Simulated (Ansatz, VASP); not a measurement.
# Two plane-wave programs on Ru

Contents of POSCAR:

```
Ru
1.0
    2.7058000000      0.0000000000      0.0000000000
   -1.3529000000      2.3432915376      0.0000000000
    0.0000000000      0.0000000000      4.2819000000
Ru
2
Direct
    0.3333333333      0.6666666667      0.2500000000
    0.6666666667      0.3333333333      0.7500000000
```

File INCAR.step1:

```
SYSTEM = Ru
  PREC = Accurate
  ENCUT = 520
  ISMEAR = -1
  SIGMA = 0.05
  LREAL = .False.
  LASPH = .True.
  NELM = 100
  NBANDS = 21
  GGA = PE
  ALGO = Normal
  EDIFF = 1E-4
  LWAVE = .True.
  LCHARG = .False.
```

File INCAR.step2:

```
SYSTEM = Ru
  PREC = Accurate
  ENCUT = 520
  EDIFF = 1E-8
  ISMEAR = -1
  SIGMA = 0.05
  LREAL = .False.
  LASPH = .True.
  NELM = 100
  ALGO = Normal
  ISIF = 2
  LWAVE = .False.
  LCHARG = .False.
  METAGGA = R2SCAN
  LMIXTAU = .True.
  LEFG = .True.
  NBANDS = 21
  ISTART = 1
```

KPOINTS

```
regular mesh
0
Gamma
  20 20 11
  0 0 0
```

Input for Ansatz:

```yaml
crystal:
  lattice:
    - [2.7058, 0.0, 0.0]
    - [-1.3529, 2.3432915376, 0.0]
    - [0.0, 0.0, 4.2819]
  atoms:
    - { symbol: Ru, position: [0.3333333333, 0.6666666667, 0.25] }
    - { symbol: Ru, position: [0.6666666667, 0.3333333333, 0.75] }
kpoints:
  mp_grid: { grid: [20, 20, 11] }
scf:
  occupations: { method: fermi_dirac, width: 0.05 }
hamiltonian:
  xc: r2scan
  pseudopotentials: { kind: paw }
output:
  forces: true
  stress: true
  populations: true
  efg: { quadrupole_moments_barn: { Ru: 0.079 }, contact_densities: true }
  write_density: true
  write_potential: true
  elf: true
  volumetric_format: npy
```

Alike in both runs: task electric field gradients; functional r2SCAN; k mesh 20 × 20 × 11; occupations fermi-dirac, width 0.05 eV; no spin polarisation.

```csv
,VASP,Ansatz
version,VASP 6.6.1,Ansatz 0.2.0
potentials or method,"VASP PAW PBE potentials, release 64 (Ru_pv)","plane-wave PAW, scalar-relativistic"
plane-wave cutoff (eV),520,500
valence electrons in the cell,28,32
```

```csv
,VASP,Ansatz,Ansatz less VASP
pressure (GPa),-0.6,-2.1,-1.49
"traceless stress, the component that is largest in VASP (GPa)",-1.49,-1.59,-0.099
size of Vzz on the site where it differs most (V/Å²),14.2,11.2,-3.00
```

VASP's potentials were made for PBE, not for r2SCAN. VASP's potentials hold 28 valence electrons a cell and Ansatz's 32, so a difference there can come from the potentials and not from the codes.
